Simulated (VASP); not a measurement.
Wanted: the native input for a VASP 6.6.1 run.

```yaml
Task: single point
Functional: r2SCAN
Potentials_or_basis: VASP PAW PBE potentials, release 64 (Be, C)
Cutoff: 660 eV
k_mesh: 8 × 8 × 8
Occupations: gaussian, width 0.01 eV
Spin: no spin polarisation
Dipole_correction: no
Further_INCAR_settings: ALGO = Normal; EDIFF = 1e-06; NBANDS = 11
```

The system is Be2C.

```
CELL_PARAMETERS angstrom
0.00000 2.16049 2.16049
2.16049 0.00000 2.16049
2.16049 2.16049 0.00000
ATOMIC_POSITIONS crystal
Be 0.75000 0.75000 0.75000
Be 0.25000 0.25000 0.25000
C 0.00000 0.00000 0.00000
```

These files were run (other wordings do the same):

POSCAR

```
Be2C
1.0
    0.0000000000      2.1604856457      2.1604856457
    2.1604856457      0.0000000000      2.1604856457
    2.1604856457      2.1604856457      0.0000000000
Be C
2 1
Direct
    0.7500000000      0.7500000000      0.7500000000
    0.2500000000      0.2500000000      0.2500000000
    0.0000000000      0.0000000000      0.0000000000
```

INCAR.step1

```
SYSTEM = Be2C
PREC = Accurate
ENCUT = 660
ISMEAR = 0
SIGMA = 0.01
LREAL = .False.
LASPH = .True.
NELM = 120
NBANDS = 11
GGA = PE
ALGO = Normal
EDIFF = 1E-5
LWAVE = .True.
LCHARG = .False.
GGA_COMPAT = .False.
```

INCAR.step2

```
SYSTEM = Be2C
PREC = Accurate
ENCUT = 660
EDIFF = 1E-6
ISMEAR = 0
SIGMA = 0.01
LREAL = .False.
LASPH = .True.
NELM = 120
ALGO = Normal
ISIF = 2
LWAVE = .False.
LCHARG = .True.
METAGGA = R2SCAN
LMIXTAU = .True.
LELF = .True.
LVHAR = .True.
NBANDS = 11
ISTART = 1
GGA_COMPAT = .False.
```

KPOINTS

```
Automatic mesh
0
Gamma
  8 8 8
  0 0 0
```

Potentials or basis: VASP PAW PBE potentials, release 64 (Be, C).

Launch:

```bash
$ cat potpaw_PBE.64/Be/POTCAR potpaw_PBE.64/C/POTCAR > POTCAR
$ cp INCAR.step1 INCAR
$ mpirun -np 1 vasp_std > vasp.out
$ cp INCAR.step2 INCAR
$ mpirun -np 1 vasp_std > vasp.out
```

It gave:

```yaml
Pressure: 0.8 GPa
Band_gap_on_the_k_mesh: 1.53 eV (least direct gap 4.63 eV)
```

Caveat: the PAW data sets were made with another functional, which shifts forces and pressure a little.

Run time: 32 s on 1 thread of AMD EPYC 9R45 96-Core Processor (Zen 5) (shared host), peak memory 0.13 GiB.
